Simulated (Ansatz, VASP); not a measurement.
**One calculation of Mo, two programs**

```
CELL_PARAMETERS angstrom
-1.56490 1.56490 1.56490
1.56490 -1.56490 1.56490
1.56490 1.56490 -1.56490
ATOMIC_POSITIONS crystal
Mo 0.00000 0.00000 0.00000
```

Alike in both runs: functional PBEsol; k mesh 16 × 16 × 16; occupations fermi-dirac, width 0.15 eV; no spin polarisation.

Ansatz relaxed the structure, and its values are those at the end. VASP's run is a single point on that final structure, the one shown.

```csv
,VASP,Ansatz
version,VASP 6.6.1,Ansatz 0.2.0
potentials or method,"VASP PAW PBE potentials, release 64 (Mo_sv), cutoff 520 eV","scalar-relativistic, plane waves, PAW"
valence electrons in the cell,14,14
```

```csv
,VASP,Ansatz,Ansatz less VASP
gap on the k mesh at the Fermi level (eV),none,none,-
pressure (GPa),0.5,0.0,-0.54
```

VASP's potentials were made for PBE, not for PBEsol, and Ansatz warns of the same on its side. A gap of «none» marks a metal or a gap that the smearing closes. The functional is the same, so the differences come from potentials, cutoffs and numerics.
